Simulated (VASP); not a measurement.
# Al (R-3m) in VASP: further runs, part 2 of 2

VASP 6.6.1. The steps go on from the part before.

## Step 4: Electric field gradients, PBEsol (equal xy, yz and zx shear strains of +2 %)

The input, INCAR:

```
ALGO = Normal
EDIFF = 1E-8
ENCUT = 520
GGA = PS
ISIF = 2
ISMEAR = -1
LASPH = True
LCHARG = False
LEFG = True
LREAL = False
LWAVE = False
NBANDS = 8
NELM = 100
PREC = Accurate
SIGMA = 0.05
```

The input, KPOINTS:

```
k-points
0
Gamma
  14 14 14
```

The input, POSCAR:

```
Al
1.0
    0.0404796000      2.0442198000      2.0442198000
    2.0442198000      0.0404796000      2.0442198000
    2.0442198000      2.0442198000      0.0404796000
Al
1
Direct
    0.0000000000      0.0000000000      0.0000000000
```

Potentials or basis: VASP PAW PBE potentials, release 64 (Al).

Launch:

```console
$ cat potpaw_PBE.64/Al/POTCAR > POTCAR
$ mpirun -np 1 vasp_std > vasp.out
```

OUTCAR:

```text
EDIFF = 1E-8
   ENCUT = 520
   GGA = PS
   ISIF = 2
   ISMEAR = -1
   LASPH = True
   LREAL = False
   NELM = 100
   PREC = Accurate

 ion  position               nearest neighbor table
   1  0.000  0.000  0.000-

  LATTYP: Found a trigonal (rhomboedric) cell.
 ALAT       =     2.8912467517
 COS(alpha) =     0.5197000882

  Lattice vectors:

 A1 = (   0.0404796000,   2.0442198000,   2.0442198000)
 A2 = (   2.0442198000,   0.0404796000,   2.0442198000)
 A3 = (   2.0442198000,   2.0442198000,   0.0404796000)

Analysis of symmetry for initial positions (statically):
=====================================================================
 Subroutine PRICEL returns:
 Original cell was already a primitive cell.

 Routine SETGRP: Setting up the symmetry group for a
 trigonal (rhombohedral) supercell.

 Subroutine GETGRP returns: Found 12 space group operations
 (whereof 12 operations were pure point group operations)
 out of a pool of 12 trial point group operations.

The static configuration has the point symmetry D_3d.

Analysis of symmetry for dynamics (positions and initial velocities):
=====================================================================
 Subroutine PRICEL returns:
 Original cell was already a primitive cell.

 Routine SETGRP: Setting up the symmetry group for a
 trigonal (rhombohedral) supercell.

 Subroutine GETGRP returns: Found 12 space group operations
 (whereof 12 operations were pure point group operations)
 out of a pool of 12 trial point group operations.

The dynamic configuration has the point symmetry D_3d.

 Subroutine INISYM returns: Found 12 space group operations
 (whereof 12 operations are pure point group operations),
[... 146 lines left out ...]
 fundamental gap:      0.0115839932
 Fermi energy:         7.8899126195

 k-point     1 :       0.0000    0.0000    0.0000
  band No.  band energies     occupation
      1      -3.1974      2.00000
      2      19.8367      0.00000
      3      20.7817      0.00000
      4      20.7817      0.00000
      5      21.1351      0.00000
      6      22.2733      0.00000
      7      22.2733      0.00000
      8      24.4805      0.00000
[... 243 lines left out ...]
 k-point    24 :       0.2857    0.1429   -0.0000
  band No.  band energies     occupation
      1      -1.1759      2.00000
      2      12.3908      0.00000
      3      15.8827      0.00000
      4      17.7261      0.00000
      5      18.2226      0.00000
      6      22.4297      0.00000
      7      25.8879      0.00000
      8      26.7242      0.00000

 [... further k-points ...]
[... 5 lines left out ...]
  --------------------------------------------------------------------------------------
  -------------------------------------------------------------------------------------
  Total       -0.1975421     -0.1975421     -0.1975421     -0.0192665     -0.0192665     -0.0192665
  in kB      -19.0919825    -19.0919825    -19.0919825     -1.8620599     -1.8620599     -1.8620599
  external PRESSURE =     -19.0919825 kB  Pullay stress =       0.0000000 kB

 VOLUME and BASIS-vectors are now :
 -----------------------------------------------------------------------------
  energy-cutoff  :      520.00
  volume of cell :       16.58
      direct lattice vectors                 reciprocal lattice vectors
     0.040479600  2.044219800  2.044219800    -0.251979753  0.247086942  0.247086942
     2.044219800  0.040479600  2.044219800     0.247086942 -0.251979753  0.247086942
     2.044219800  2.044219800  0.040479600     0.247086942  0.247086942 -0.251979753

 POSITION                                       TOTAL-FORCE (eV/Angst)
 -----------------------------------------------------------------------------------
      0.00000      0.00000      0.00000        -0.000000      0.000000     -0.000000
 -----------------------------------------------------------------------------------
    total drift:                               -0.000000      0.000000      0.000000

  FREE ENERGIE OF THE ION-ELECTRON SYSTEM (eV)
  ---------------------------------------------------
  free  energy   TOTEN  =        -4.0839910857 eV

  energy  without entropy=       -4.0800150573  energy(sigma->0) =       -4.08200307

 Electric field gradients (V/A^2)
---------------------------------------------------------------------
 ion       V_xx      V_yy      V_zz      V_xy      V_xz      V_yz
---------------------------------------------------------------------
   1      -0.000     0.000    -0.000     1.402     1.402     1.402
---------------------------------------------------------------------

 Electric field gradients after diagonalization (V/A^2)
 (convention: |V_zz| > |V_xx| > |V_yy|)
----------------------------------------------------------------------
 ion       V_xx      V_yy      V_zz     asymmetry (V_yy - V_xx)/ V_zz
----------------------------------------------------------------------
   1      -1.402    -1.402     2.804       0.000
----------------------------------------------------------------------

           NMR quadrupolar parameters

 Cq : quadrupolar parameter    Cq=e*Q*V_zz/h
 eta: asymmetry parameters     (V_yy - V_xx)/ V_zz
 Q  : nuclear electric quadrupole moment in mb (millibarn)
----------------------------------------------------------------------
 ion       Cq(MHz)       eta       Q (mb)
----------------------------------------------------------------------
   1       0.007       0.000       1.000
----------------------------------------------------------------------
```

OSZICAR:

```text
N       E                     dE             d eps       ncg     rms          rms(c)
DAV:   1    -0.277833483773E+01   -0.27783E+01   -0.83870E+02  4616   0.201E+02
DAV:   2    -0.410620250988E+01   -0.13279E+01   -0.12694E+01  6472   0.184E+01
DAV:   3    -0.411276298453E+01   -0.65605E-02   -0.65587E-02  5864   0.144E+00
DAV:   4    -0.411277747181E+01   -0.14487E-04   -0.14486E-04  7216   0.613E-02
DAV:   5    -0.411277750733E+01   -0.35526E-07   -0.35567E-07  5920   0.169E-03    0.139E+00
DAV:   6    -0.409558539663E+01    0.17192E-01   -0.23006E-03  6184   0.199E-01    0.791E-01
DAV:   7    -0.408400929697E+01    0.11576E-01   -0.62421E-03  6048   0.318E-01    0.165E-01
DAV:   8    -0.408399211309E+01    0.17184E-04   -0.22142E-05  6784   0.313E-02    0.810E-03
DAV:   9    -0.408399134646E+01    0.76664E-06   -0.40336E-07  6376   0.289E-03    0.927E-04
DAV:  10    -0.408399109502E+01    0.25143E-06   -0.10001E-08  6848   0.453E-04    0.299E-04
DAV:  11    -0.408399108568E+01    0.93407E-08   -0.18639E-10  4192   0.864E-05
   1 F= -.40839911E+01 E0= -.40820031E+01  d E =-.397603E-02
```

stdout:

```text
POSCAR found type information on POSCAR Al
 POSCAR found :  1 types and       1 ions
 scaLAPACK will be used
 -----------------------------------------------------------------------------
|                                                                             |
|                                                                             |
|     You enforced a specific xc type in the INCAR file but a different       |
|     I HOPE YOU KNOW WHAT YOU ARE DOING!                                     |
|                                                                             |
 -----------------------------------------------------------------------------

 LDA part: xc-table for (Slater+PW92), standard interpolation
 POSCAR, INCAR and KPOINTS ok, starting setup
 FFT: planning ... GRIDC
 FFT: planning ... GRID_SOFT
 FFT: planning ... GRID
 WAVECAR not read
 entering main loop
ion   1
```

Run time: 18 s. Hardware: 1 thread of AMD EPYC 9R45 (Zen 5), shared host; peak memory 0.12 GiB.

What came out:

```
Free energy : -4.0840 eV
Pressure    : -1.9 GPa
```

Stress tensor (GPa, compression positive):
```
-1.91 -0.19 -0.19
-0.19 -1.91 -0.19
-0.19 -0.19 -1.91
```

Electric field gradients, principal values (V/Å²):
| atom | least | middle | greatest (by size) |
| --- | --- | --- | --- |
| 1 Al | -1.402 | -1.402 | 2.804 |

Caveat: the cell differs from its parent crystal (equal xy, yz and zx shear strains of +2 %); without QUAD_EFG the Cq values of the log hold for a quadrupole moment of 1 mb, not for the nuclei; the PAW data sets were made with another functional, which shifts forces and pressure a little.

## Step 5: Electric field gradients, PBEsol (equal xy, yz and zx shear strains of -2 %)

INCAR is that of step 4.

KPOINTS is that of step 4.

The input, POSCAR:

```
Al
1.0
   -0.0404796000      2.0037402000      2.0037402000
    2.0037402000     -0.0404796000      2.0037402000
    2.0037402000      2.0037402000     -0.0404796000
Al
1
Direct
    0.0000000000      0.0000000000      0.0000000000
```

Potentials or basis: VASP PAW PBE potentials, release 64 (Al).

Launch:

```console
$ cat potpaw_PBE.64/Al/POTCAR > POTCAR
$ mpirun -np 1 vasp_std > vasp.out
```

OUTCAR:

```text
EDIFF = 1E-8
   ENCUT = 520
   GGA = PS
   ISIF = 2
   ISMEAR = -1
   LASPH = True
   LREAL = False
   NELM = 100
   PREC = Accurate

 ion  position               nearest neighbor table
   1  0.000  0.000  0.000-

  LATTYP: Found a trigonal (rhomboedric) cell.
 ALAT       =     2.8340056768
 COS(alpha) =     0.4797000918

  Lattice vectors:

 A1 = (  -0.0404796000,   2.0037402000,   2.0037402000)
 A2 = (   2.0037402000,  -0.0404796000,   2.0037402000)
 A3 = (   2.0037402000,   2.0037402000,  -0.0404796000)

Analysis of symmetry for initial positions (statically):
=====================================================================
 Subroutine PRICEL returns:
 Original cell was already a primitive cell.

 Routine SETGRP: Setting up the symmetry group for a
 trigonal (rhombohedral) supercell.

 Subroutine GETGRP returns: Found 12 space group operations
 (whereof 12 operations were pure point group operations)
 out of a pool of 12 trial point group operations.

The static configuration has the point symmetry D_3d.

Analysis of symmetry for dynamics (positions and initial velocities):
=====================================================================
 Subroutine PRICEL returns:
 Original cell was already a primitive cell.

 Routine SETGRP: Setting up the symmetry group for a
 trigonal (rhombohedral) supercell.

 Subroutine GETGRP returns: Found 12 space group operations
 (whereof 12 operations were pure point group operations)
 out of a pool of 12 trial point group operations.

The dynamic configuration has the point symmetry D_3d.

 Subroutine INISYM returns: Found 12 space group operations
 (whereof 12 operations are pure point group operations),
 and found     1 'primitive' translations
[... 145 lines left out ...]
 fundamental gap:      0.0421273765
 Fermi energy:         7.8894646661

 k-point     1 :       0.0000    0.0000    0.0000
  band No.  band energies     occupation
      1      -3.1973      2.00000
      2      20.1541      0.00000
      3      20.1541      0.00000
      4      21.0893      0.00000
      5      21.5884      0.00000
      6      21.5884      0.00000
      7      22.4128      0.00000
      8      24.5739      0.00000
[... 243 lines left out ...]
 k-point    24 :       0.2857    0.1429   -0.0000
  band No.  band energies     occupation
      1      -1.1904      2.00000
      2      11.9353      0.00000
      3      16.5453      0.00000
      4      18.0307      0.00000
      5      18.3250      0.00000
      6      21.7667      0.00000
      7      26.0436      0.00000
      8      26.4345      0.00000

 [... further k-points ...]
[... 5 lines left out ...]
  --------------------------------------------------------------------------------------
  -------------------------------------------------------------------------------------
  Total       -0.1989554     -0.1989554     -0.1989554     -0.0065994     -0.0065994     -0.0065994
  in kB      -19.2286506    -19.2286506    -19.2286506     -0.6378190     -0.6378190     -0.6378190
  external PRESSURE =     -19.2286506 kB  Pullay stress =       0.0000000 kB

 VOLUME and BASIS-vectors are now :
 -----------------------------------------------------------------------------
  energy-cutoff  :      520.00
  volume of cell :       16.58
      direct lattice vectors                 reciprocal lattice vectors
    -0.040479600  2.003740200  2.003740200    -0.242096256  0.247087931  0.247087931
     2.003740200 -0.040479600  2.003740200     0.247087931 -0.242096256  0.247087931
     2.003740200  2.003740200 -0.040479600     0.247087931  0.247087931 -0.242096256

 POSITION                                       TOTAL-FORCE (eV/Angst)
 -----------------------------------------------------------------------------------
      0.00000      0.00000      0.00000        -0.000000      0.000000     -0.000000
 -----------------------------------------------------------------------------------
    total drift:                                0.000000      0.000000     -0.000000

  FREE ENERGIE OF THE ION-ELECTRON SYSTEM (eV)
  ---------------------------------------------------
  free  energy   TOTEN  =        -4.0843152090 eV

  energy  without entropy=       -4.0802293258  energy(sigma->0) =       -4.08227227

 Electric field gradients (V/A^2)
---------------------------------------------------------------------
 ion       V_xx      V_yy      V_zz      V_xy      V_xz      V_yz
---------------------------------------------------------------------
   1       0.000    -0.000    -0.000    -1.319    -1.319    -1.319
---------------------------------------------------------------------

 Electric field gradients after diagonalization (V/A^2)
 (convention: |V_zz| > |V_xx| > |V_yy|)
----------------------------------------------------------------------
 ion       V_xx      V_yy      V_zz     asymmetry (V_yy - V_xx)/ V_zz
----------------------------------------------------------------------
   1       1.319     1.319    -2.638       0.000
----------------------------------------------------------------------

           NMR quadrupolar parameters

 Cq : quadrupolar parameter    Cq=e*Q*V_zz/h
 eta: asymmetry parameters     (V_yy - V_xx)/ V_zz
 Q  : nuclear electric quadrupole moment in mb (millibarn)
----------------------------------------------------------------------
 ion       Cq(MHz)       eta       Q (mb)
----------------------------------------------------------------------
   1      -0.006       0.000       1.000
----------------------------------------------------------------------
```

OSZICAR:

```text
N       E                     dE             d eps       ncg     rms          rms(c)
DAV:   1    -0.265068651383E+01   -0.26507E+01   -0.85269E+02  4624   0.204E+02
DAV:   2    -0.410540186617E+01   -0.14547E+01   -0.14129E+01  6360   0.188E+01
DAV:   3    -0.411309155884E+01   -0.76897E-02   -0.76871E-02  6032   0.155E+00
DAV:   4    -0.411310989473E+01   -0.18336E-04   -0.18336E-04  7104   0.646E-02
DAV:   5    -0.411310993137E+01   -0.36641E-07   -0.36994E-07  6024   0.166E-03    0.139E+00
DAV:   6    -0.409591120197E+01    0.17199E-01   -0.22993E-03  6144   0.199E-01    0.791E-01
DAV:   7    -0.408433260407E+01    0.11579E-01   -0.62457E-03  6000   0.318E-01    0.165E-01
DAV:   8    -0.408431624609E+01    0.16358E-04   -0.21503E-05  6664   0.314E-02    0.767E-03
DAV:   9    -0.408431547735E+01    0.76874E-06   -0.41101E-07  6488   0.289E-03    0.905E-04
DAV:  10    -0.408431521446E+01    0.26289E-06   -0.67464E-09  6800   0.425E-04    0.310E-04
DAV:  11    -0.408431520896E+01    0.54999E-08   -0.87468E-11  4344   0.607E-05
   1 F= -.40843152E+01 E0= -.40822723E+01  d E =-.408588E-02
```

stdout:

```text
POSCAR found type information on POSCAR Al
 POSCAR found :  1 types and       1 ions
 scaLAPACK will be used
 -----------------------------------------------------------------------------
|                                                                             |
|                                                                             |
|     You enforced a specific xc type in the INCAR file but a different       |
|     I HOPE YOU KNOW WHAT YOU ARE DOING!                                     |
|                                                                             |
 -----------------------------------------------------------------------------

 LDA part: xc-table for (Slater+PW92), standard interpolation
 POSCAR, INCAR and KPOINTS ok, starting setup
 FFT: planning ... GRIDC
 FFT: planning ... GRID_SOFT
 FFT: planning ... GRID
 WAVECAR not read
 entering main loop
ion   1
```

It took 18 s on 1 thread of AMD EPYC 9R45 (Zen 5), shared host; peak memory 0.12 GiB.

Results:

* Free energy: -4.0843 eV
* Pressure: -1.9 GPa

Electric field gradients, principal values (V/Å²):
```csv
atom,least,middle,greatest (by size)
1 Al,1.319,1.319,-2.638
```

Caveat: the cell differs from its parent crystal (equal xy, yz and zx shear strains of -2 %); without QUAD_EFG the Cq values of the log hold for a quadrupole moment of 1 mb, not for the nuclei; the PAW data sets were made with another functional, which shifts forces and pressure a little.

## Step 6: Overview

| cell | gap on the mesh (eV) | pressure (GPa) |
| --- | --- | --- |
| a = 2.820 Å, angles 62.0°, 1 atom | none | -1.7 |
| a = 2.848 Å, angles 60.7°, 1 atom | none | -2.0 |
| a = 2.891 Å, angles 58.7°, 1 atom | none | -1.9 |
| a = 2.834 Å, angles 61.3°, 1 atom | none | -1.9 |

Alike in all rows: task electric field gradients; level PBEsol; potentials or basis VASP PAW PBE potentials, release 64 (Al); no spin polarisation; k mesh 14 × 14 × 14; cutoff (eV) 520; smearing fermi-dirac 0.05 eV.

Caveats: the PAW data sets were made with another functional, which shifts forces and pressure a little.

Absolute energies hang on the potentials; compare differences alone.
